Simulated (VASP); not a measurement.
# Fe (Im-3m) in VASP: further runs

Runs on Fe. Level: LDA. Tasks: single point.

Everything below comes from runs of VASP 6.6.1. Logs are shortened: lines on timing, memory, paths and dates and some standing lists are left out, and cuts for length are marked.

## (1) The cell of the first run

The structure is cubic, space group Im-3m (No. 229). The conventional cell has a = 2.749 Å, b = 2.749 Å, c = 2.749 Å, α = 90.00°, β = 90.00°, γ = 90.00°. Within 3.1 Å of Fe (site symmetry m-3m) lie 14 Fe at 2.38 to 2.75 Å.

## (2) Single point, LDA, collinear spin, ferromagnetic start

Input file INCAR:

```
PREC = Accurate
ENCUT = 520
EDIFF = 1E-6
ISMEAR = -1
SIGMA = 0.05
LREAL = F
LASPH = T
NELM = 150
ALGO = Normal
ISIF = 2
LWAVE = F
LCHARG = F
ISPIN = 2
MAGMOM = 1.988
LORBIT = 11
LMAXMIX = 4
GGA = CA
NBANDS = 14
```

Input file KPOINTS:

```
Automatic mesh
0
Gamma
  17 17 17
```

Input file POSCAR:

```
Fe
1.0
   -1.3745984210      1.3745984210      1.3745984210
    1.3745984210     -1.3745984210      1.3745984210
    1.3745984210      1.3745984210     -1.3745984210
Fe
1
Direct
    0.0000000000      0.0000000000      0.0000000000
```

Potentials or basis: VASP PAW LDA potentials, release 64 (Fe).

Command:

```bash
$ cat potpaw_LDA.64/Fe/POTCAR > POTCAR
$ mpirun -np 1 vasp_std > vasp.out
```

OUTCAR:

```text
PREC = Accurate
   ENCUT = 520
   EDIFF = 1E-6
   ISMEAR = -1
   LREAL = F
   LASPH = T
   NELM = 150
   ISIF = 2
   ISPIN = 2
   LORBIT = 11
   GGA = CA

 ion  position               nearest neighbor table
   1  0.000  0.000  0.000-

  LATTYP: Found a body centered cubic cell.
 ALAT       =     2.7491968420

  Lattice vectors:

 A1 = (  -1.3745984210,   1.3745984210,   1.3745984210)
 A2 = (   1.3745984210,  -1.3745984210,   1.3745984210)
 A3 = (   1.3745984210,   1.3745984210,  -1.3745984210)

Analysis of symmetry for initial positions (statically):
=====================================================================
 Subroutine PRICEL returns:
 Original cell was already a primitive cell.

 Routine SETGRP: Setting up the symmetry group for a
 body centered cubic supercell.

 Subroutine GETGRP returns: Found 48 space group operations
 (whereof 48 operations were pure point group operations)
 out of a pool of 48 trial point group operations.

The static configuration has the point symmetry O_h .

Analysis of symmetry for dynamics (positions and initial velocities):
=====================================================================
 Subroutine PRICEL returns:
 Original cell was already a primitive cell.

 Routine SETGRP: Setting up the symmetry group for a
 body centered cubic supercell.

 Subroutine GETGRP returns: Found 48 space group operations
 (whereof 48 operations were pure point group operations)
 out of a pool of 48 trial point group operations.

The dynamic configuration has the point symmetry O_h .

Analysis of structural, dynamic, and magnetic symmetry:
=====================================================================
 Subroutine PRICEL returns:
 Original cell was already a primitive cell.

 Routine SETGRP: Setting up the symmetry group for a
 body centered cubic supercell.

 Subroutine GETGRP returns: Found 48 space group operations
 (whereof 48 operations were pure point group operations)
 out of a pool of 48 trial point group operations.

The overall configuration has the point symmetry O_h .

 Subroutine INISYM returns: Found 48 space group operations
 (whereof 48 operations are pure point group operations),
 and found     1 'primitive' translations

----------------------------------------------------------------------------------------

                                     Primitive cell

  volume of cell :      10.3893

  direct lattice vectors                    reciprocal lattice vectors
    -1.374598421  1.374598421  1.374598421     0.000000000  0.363742597  0.363742597
     1.374598421 -1.374598421  1.374598421     0.363742597  0.000000000  0.363742597
     1.374598421  1.374598421 -1.374598421     0.363742597  0.363742597  0.000000000

  length of vectors
     2.380874305  2.380874305  2.380874305     0.514409714  0.514409714  0.514409714

  position of ions in fractional coordinates (direct lattice)
     0.000000000  0.000000000  0.000000000

  ion indices of the primitive-cell ions
   primitive index   ion index
                 1           1

----------------------------------------------------------------------------------------

 KPOINTS: Automatic mesh

Automatic generation of k-mesh.
 Grid dimensions read from file:
 generate k-points for:   17   17   17

 Generating k-lattice:

  Cartesian coordinates                     Fractional coordinates (reciprocal lattice)
     0.000000000  0.021396623  0.021396623     0.058823529  0.000000000  0.000000000
     0.021396623  0.000000000  0.021396623     0.000000000  0.058823529  0.000000000
     0.021396623  0.021396623  0.000000000     0.000000000  0.000000000  0.058823529

  Length of vectors
     0.030259395  0.030259395  0.030259395

  Shift w.r.t. Gamma in fractional coordinates (k-lattice)
     0.000000000  0.000000000  0.000000000

 Subroutine IBZKPT returns following result:
 ===========================================

 Found    165 irreducible k-points:

 Following reciprocal coordinates:
            Coordinates               Weight
  0.000000  0.000000  0.000000      1.000000
  0.058824  0.000000  0.000000     12.000000
  0.117647  0.000000  0.000000     12.000000
  0.176471  0.000000  0.000000     12.000000
  0.235294  0.000000  0.000000     12.000000
  0.294118  0.000000  0.000000     12.000000
[... 16 lines left out ...]
  0.411765  0.117647  0.000000     48.000000
  0.176471  0.176471  0.000000     24.000000
 [... further k-points ...]
   k-points           NKPTS =    165   k-points in BZ     NKDIM =    165   number of bands    NBANDS=     14
   number of dos      NEDOS =    301   number of ions     NIONS =      1
   total plane-waves  NPLWV =   5832
   dimension x,y,z NGX =    18 NGY =   18 NGZ =   18
   dimension x,y,z NGXF=    36 NGYF=   36 NGZF=   36
   ions per type =               1
   NGX,Y,Z   is equivalent  to a cutoff of  12.57, 12.57, 12.57 a.u.
   NGXF,Y,Z  is equivalent  to a cutoff of  25.14, 25.14, 25.14 a.u.
 SYSTEM =  unknown system
   PREC   = accura    normal or accurate (medium, high low for compatibility)
   ISTART =      0    job   : 0-new  1-cont  2-samecut
   ICHARG =      2    charge: 1-file 2-atom 10-const
   ISPIN  =      2    spin polarized calculation?
   LNONCOLLINEAR =      F non collinear calculations
   LSORBIT =      F    spin-orbit coupling
   LASPH  =      T    aspherical Exc in radial PAW
   ENCUT  =  520.0 eV  38.22 Ry    6.18 a.u.   4.43  4.43  4.43*2*pi/ulx,y,z
   NELM   =    150;   NELMIN=  2; NELMDL= -5     # of ELM steps
   EDIFF  = 0.1E-05   stopping-criterion for ELM
   LREAL  =      F    real-space projection
   EDIFFG = 0.1E-04   stopping-criterion for IOM
   NSW    =      0    number of steps for IOM
   IBRION =     -1    ionic relax: 0-MD 1-quasi-New 2-CG
   NFREE  =      0    steps in history (QN), initial steepest desc. (CG)
   ISIF   =      2    stress and relaxation
   ISYM   =      2    0-nonsym 1-usesym 2-fastsym
   POTIM  = 0.5000    time-step for ionic-motion
   TEBEG  =    0.0;   TEEND  =   0.0 temperature during run
   PSTRESS=    0.0 pullay stress
   NELECT =       8.0000    total number of electrons
   NUPDOWN=      -1.0000    fix difference up-down
   EMIN   =  10.00;   EMAX   =-10.00  energy-range for DOS
   EFERMI =   0.00;   METHOD = LEGACY
   ISMEAR =    -1;   SIGMA  =   0.05  broadening in eV -4-tet -1-fermi 0-gaus
   EFERMI_NEDOS =   21; number of points for ismear=-14 and -15
   IALGO  =     38    algorithm
   IMIX   =      4    mixing-type and parameters
     AMIX     =   0.40;   BMIX     =  1.00
     AMIX_MAG =   1.60;   BMIX_MAG =  1.00
  volume/ion in A,a.u.               =      10.39        70.11
  Fermi-wavevector in a.u.,A,eV,Ry     =   1.500522  2.835575 30.634413  2.251566
  Thomas-Fermi vector in A             =   2.612011
   LORBIT       =     11    0 simple, 1 ext, 2 COOP (PROOUT), +10 PAW based schemes
   GGA     = CA    functional components
   LHFCALC =     F    Hartree Fock is set to
   AEXX    =    0.0000 exact exchange contribution
   IVDW    =     0    specifies the selected vdW correction
   LEPSILON=     F    determine dielectric tensor
   LRPA    =     F    only Hartree local field effects (RPA)
 spin polarized calculation
  energy-cutoff  :      520.00
  volume of cell :       10.39
 maximum number of plane-waves:       321
 NGX is ok and might be reduce to    18
   NGX =  9   NGY =  9   NGZ =  9

 number of electron       7.9999992 magnetization       1.9968711

 Free energy of the ion-electron system (eV)
  ---------------------------------------------------
  ext. energy  EPLUGINS =         0.00000000
  ---------------------------------------------------
  free energy    TOTEN  =        -9.22802885 eV

  energy without entropy =       -9.21985911  energy(sigma->0) =       -9.22394398

 E-fermi :   6.7135     XC(G=0): -13.9274

 val. band max:        6.7035398734   @ k =  -0.3529   0.4706   0.1765
 cond. band min:       6.7232572252   @ k =  -0.2353   0.2941   0.1176
 fundamental gap:      0.0197173518
 Fermi energy:         6.7135023570

 spin component 1

 k-point     1 :       0.0000    0.0000    0.0000
  band No.  band energies     occupation
      1      -2.3854      1.00000
      2       4.2084      1.00000
      3       4.2084      1.00000
      4       4.2084      1.00000
      5       5.7658      1.00000
      6       5.7658      1.00000
      7      32.4083      0.00000
      8      32.4083      0.00000
      9      32.4083      0.00000
     10      38.1615      0.00000
     11      38.1615      0.00000
     12      40.8436      0.00000
     13      40.8436      0.00000
     14      40.8436      0.00000
[... 375 lines left out ...]
 k-point    24 :       0.1765    0.1765    0.0000
  band No.  band energies     occupation
      1       0.9672      1.00000
      2       3.4450      1.00000
      3       3.6132      1.00000
      4       5.4211      1.00000
      5       6.0160      1.00000
      6       6.6293      0.84332
      7      22.8388      0.00000
      8      23.9469      0.00000
      9      29.6895      0.00000
     10      33.4276      0.00000
     11      37.5053      0.00000
     12      41.0694      0.00000
     13      44.3367      0.00000
     14      46.8560      0.00000

 [... further k-points ...]

 spin component 2

 k-point     1 :       0.0000    0.0000    0.0000
  band No.  band energies     occupation
      1      -2.0010      1.00000
      2       5.8360      1.00000
      3       5.8360      1.00000
      4       5.8360      1.00000
      5       7.8950      0.00000
      6       7.8950      0.00000
      7      32.5891      0.00000
      8      32.5891      0.00000
      9      32.5891      0.00000
     10      38.6445      0.00000
     11      38.6445      0.00000
     12      41.6489      0.00000
     13      41.6489      0.00000
     14      41.6489      0.00000
[... 375 lines left out ...]
 k-point    24 :       0.1765    0.1765    0.0000
  band No.  band energies     occupation
      1       1.5077      1.00000
      2       4.9594      1.00000
      3       5.0785      1.00000
      4       7.4075      0.00000
      5       8.0890      0.00000
      6       8.3869      0.00000
      7      23.6408      0.00000
      8      24.6331      0.00000
      9      30.3339      0.00000
     10      33.8360      0.00000
     11      38.0584      0.00000
     12      41.6199      0.00000
     13      44.9921      0.00000
     14      47.3756      0.00000

 [... further k-points ...]
[... 5 lines left out ...]
  --------------------------------------------------------------------------------------
  -------------------------------------------------------------------------------------
  Total        0.0227254      0.0227254      0.0227254      0.0000000      0.0000000      0.0000000
  in kB        3.5045689      3.5045689      3.5045689      0.0000000      0.0000000      0.0000000
  external PRESSURE =       3.5045689 kB  Pullay stress =       0.0000000 kB

 VOLUME and BASIS-vectors are now :
 -----------------------------------------------------------------------------
  energy-cutoff  :      520.00
  volume of cell :       10.39
      direct lattice vectors                 reciprocal lattice vectors
    -1.374598421  1.374598421  1.374598421     0.000000000  0.363742597  0.363742597
     1.374598421 -1.374598421  1.374598421     0.363742597  0.000000000  0.363742597
     1.374598421  1.374598421 -1.374598421     0.363742597  0.363742597  0.000000000

 POSITION                                       TOTAL-FORCE (eV/Angst)
 -----------------------------------------------------------------------------------
      0.00000      0.00000      0.00000        -0.000000     -0.000000      0.000000
 -----------------------------------------------------------------------------------
    total drift:                               -0.000000     -0.000000      0.000000

  FREE ENERGIE OF THE ION-ELECTRON SYSTEM (eV)
  ---------------------------------------------------
  free  energy   TOTEN  =        -9.2280288518 eV

  energy  without entropy=       -9.2198591055  energy(sigma->0) =       -9.22394398

 total charge

# of ion       s       p       d       tot
------------------------------------------
    1        0.528   0.618   6.333   7.479

 magnetization (x)

# of ion       s       p       d       tot
------------------------------------------
    1       -0.009  -0.033   2.004   1.962
```

Run time: 50 s. Hardware: 1 thread of AMD EPYC 7R43 (Zen 3), shared host; peak memory 0.11 GiB.

Results:

| Quantity | Value |
| --- | --- |
| Free energy | -9.2280 eV |
| Pressure | 0.4 GPa |
| Band gap on the k mesh | zero (filled and empty bands overlap) |
| Net moment | 2.00 μB per cell |
| Site moments | Fe +1.96 μB |
| Valence electrons inside the program's atomic spheres | Fe 7.48 |

Levels at points of the mesh, in eV from the Fermi level:
Spin up:
```csv
k point,band 3,band 4,band 5,band 6,band 7,band 8
"(0.00, 0.00, 0.00)",-2.51,-2.51,-0.95,-0.95,25.69,25.69
```
Spin down:
```csv
k point,band 1,band 2,band 3,band 4,band 5,band 6,band 7
"(0.00, 0.00, 0.00)",-8.71,-0.88,-0.88,-0.88,1.18,1.18,25.88
```

## (3) Single point, LDA, collinear spin, ferromagnetic start

Input file INCAR:

```
PREC = Accurate ; ENCUT = 520
EDIFF = 1E-6 ; ISMEAR = -1
SIGMA = 0.05 ; LREAL = F
LASPH = T ; NELM = 150
ALGO = Normal ; ISIF = 2
LWAVE = F ; LCHARG = T
ISPIN = 2 ; MAGMOM = 1.988
LORBIT = 11 ; LMAXMIX = 4
LELF = T ; LVHAR = T
NBANDS = 14
```

Input file KPOINTS:

```
regular mesh
0
Gamma
  23 23 23
```

POSCAR is that of step 2.

Potentials or basis: VASP PAW LDA potentials, release 64 (Fe).

Command:

```bash
$ cat potpaw_LDA.64/Fe/POTCAR > POTCAR
$ mpirun -np 1 vasp_std > vasp.out
```

It took 1.9 min on 1 thread of AMD EPYC 7R43 (Zen 3), shared host; peak memory 0.15 GiB.

Results (log left out):

```yaml
Free_energy: -9.2292 eV
Pressure: -0.4 GPa
Band_gap_on_the_k_mesh: zero (filled and empty bands overlap)
Net_moment: 1.97 μB per cell
Site_moments: Fe +1.93 μB
Valence_electrons_inside_the_program's_atomic_spheres: Fe 7.48
```

Levels at points of the mesh, in eV from the Fermi level:
Spin up:
```csv
k point,band 2,band 3,band 4,band 5,band 6,band 7,band 8,band 9
"(0.00, 0.00, 0.00)",-2.50,-2.50,-2.50,-0.95,-0.95,25.69,25.69,25.69
```
Spin down:
```csv
k point,band 1,band 2,band 3,band 4,band 5,band 6
"(0.00, 0.00, 0.00)",-8.72,-0.90,-0.90,-0.90,1.16,1.16
```

[end of part 1 of 2]
